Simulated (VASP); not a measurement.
Runs of VASP 6.6.1 on K. The structure is that of space group P6_3/mmc (No. 194), or close to it. The cells are those of the table. This isn't the form of K at room conditions, which is bcc.

```csv
task,level,potentials or basis,cell,cutoff (eV),gap on the mesh (eV),pressure (GPa),relaxed volume (Å³/atom)
single point,r2SCAN+D4,"VASP PAW PBE potentials, release 64 (K_sv)","a = 4.727, b = 4.727, c = 7.849 Å, angles 90.0, 90.0, 120.0°, 2 atoms",520,none,0.0,-
relaxation of cell and atoms,PBEsol,"VASP PAW PBE potentials, release 64 (K_sv)","relaxed from a = 4.762, b = 4.762, c = 7.830 Å, angles 90.0, 90.0, 120.0°, 2 atoms",600,none,-0.1,(a)
relaxation of cell and atoms,r2SCAN+D4,"VASP PAW PBE potentials, release 64 (K_sv)","relaxed from a = 4.762, b = 4.762, c = 7.830 Å, angles 90.0, 90.0, 120.0°, 2 atoms",600,none,0.0,-
relaxation of cell and atoms,LDA,"VASP PAW LDA potentials, release 64 (K_sv)","relaxed from a = 4.762, b = 4.762, c = 7.830 Å, angles 90.0, 90.0, 120.0°, 2 atoms",600,none,0.0,64.80
single point,LDA,"VASP PAW LDA potentials, release 64 (K_sv)","a = 4.472, b = 4.472, c = 7.414 Å, angles 90.0, 90.0, 120.0°, 2 atoms",520,none,0.0,-
```

Alike in all rows: no spin polarisation; k mesh 7 × 7 × 4; smearing fermi-dirac 0.1 eV.

**Question.** Fill in the values left out.

**Answer.** (a) 72.27.

Caveats: the PAW data sets were made with another functional, which shifts forces and pressure a little (at least some runs); the relaxation stopped at its first step, so nothing moved (at least some runs); the volume moved by over 15 % at a fixed basis, so the end points are rough (at least some runs).

A gap of «none» marks levels without a gap at the run's occupations.
